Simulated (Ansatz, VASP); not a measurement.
**One calculation of AlN, two programs**

```
Al N
1.0
     4.37714    0.00000    0.00000
     0.00000   -4.37714    0.00000
     0.00000    0.00000   -4.37714
Al N
4 4
Direct
  0.93894 0.97121 0.93894
  0.50000 0.50000 0.00000
  0.50000 0.00000 0.50000
  0.00000 0.50000 0.50000
  0.75000 0.75000 0.75000
  0.25000 0.25000 0.75000
  0.25000 0.75000 0.25000
  0.75000 0.25000 0.25000
```

Alike in both runs: task single point; functional PBEsol; k mesh 6 × 6 × 6; occupations gaussian, width 0.05 eV; no spin polarisation.

|  | VASP | Ansatz |
| --- | --- | --- |
| version | VASP 6.6.1 | Ansatz 0.2.0 |
| potentials or method | VASP PAW PBE potentials, release 64 (Al, N), cutoff 520 eV | scalar-relativistic, plane waves, PAW |
| valence electrons in the cell | 32 | 32 |

|  | VASP | Ansatz | Ansatz less VASP |
| --- | --- | --- | --- |
| gap on the k mesh at the Fermi level (eV) | 1.93 | 1.93 | +0.005 |
| least direct gap on the mesh (eV) | 1.94 | 1.95 | +0.006 |
| pressure (GPa) | 8.6 | 8.4 | -0.16 |
| traceless stress, the component that is largest in VASP (GPa) | 10.95 | 10.78 | -0.167 |
| rms of the force components (eV/Å) | 4.077 | 4.038 | -0.0390 |

VASP's potentials were made for PBE, not for PBEsol, and Ansatz warns of the same on its side. Atom by atom the forces differ by 0.041 eV/Å (rms over components). With one functional, cell and mesh, what is left measures potentials, basis and numerics.
